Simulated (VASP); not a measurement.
A run of VASP 6.6.1 is set up as follows.

POSCAR

```
Si2Ge
1.0
    3.8969368921      0.0000000000      0.0000000000
   -1.9484684460      3.3748463455      0.0000000000
    0.0000000000      0.0000000000      9.5430829703
Si Ge
4 2
Direct
    0.0000000000      0.0000000000     -0.0034274485
    0.6666666667      0.3333333333      0.6699078410
    0.3333333333      0.6666666667      0.3334685265
    0.6666666667      0.3333333333      0.9165511053
    0.3333333333      0.6666666667      0.5847586951
    0.0000000000      0.0000000000      0.2487412805
```

INCAR.step1

```
PREC     = Accurate       # precision mode
ENCUT    = 520            # plane-wave cutoff, eV
ISMEAR   = -1             # smearing method
SIGMA    = 0.02           # smearing width, eV
LREAL    = False          # projectors in reciprocal space
LASPH    = True           # aspherical terms in the spheres
NELM     = 80             # most SCF steps
NBANDS   = 31             # bands
GGA      = PE             # functional
ALGO     = Normal         # electronic algorithm
EDIFF    = 1E-4           # SCF threshold, eV
LWAVE    = True           # write WAVECAR
LCHARG   = False          # write CHGCAR
```

Contents of INCAR.step2:

```
PREC     = Accurate       # precision mode
ENCUT    = 520            # plane-wave cutoff, eV
EDIFF    = 1E-6           # SCF threshold, eV
ISMEAR   = -1             # smearing method
SIGMA    = 0.02           # smearing width, eV
LREAL    = False          # projectors in reciprocal space
LASPH    = True           # aspherical terms in the spheres
NELM     = 80             # most SCF steps
ALGO     = Normal         # electronic algorithm
ISIF     = 2              # what is computed and relaxed
LWAVE    = False          # write WAVECAR
LCHARG   = False          # write CHGCAR
METAGGA  = R2SCAN         # meta-GGA
LMIXTAU  = True         
NBANDS   = 31             # bands
ISTART   = 1
```

Contents of KPOINTS:

```
regular mesh
0
Gamma
  12 12 4
```

Potentials or basis: VASP PAW PBE potentials, release 64 (Si, Ge_d).

The run is started by

```sh
$ cat potpaw_PBE.64/Si/POTCAR potpaw_PBE.64/Ge_d/POTCAR > POTCAR
$ cp INCAR.step1 INCAR
$ mpirun -np 1 vasp_std > vasp.out
$ cp INCAR.step2 INCAR
$ mpirun -np 1 vasp_std > vasp.out
```

(1) Estimate the pressure.

(2) What does it give for the band gap on the k mesh?

## Answers

(1) -0.1 GPa.

(2) 0.78 eV (least direct gap 1.55 eV).

Caveat: the PAW data sets were made with another functional, which shifts forces and pressure a little.
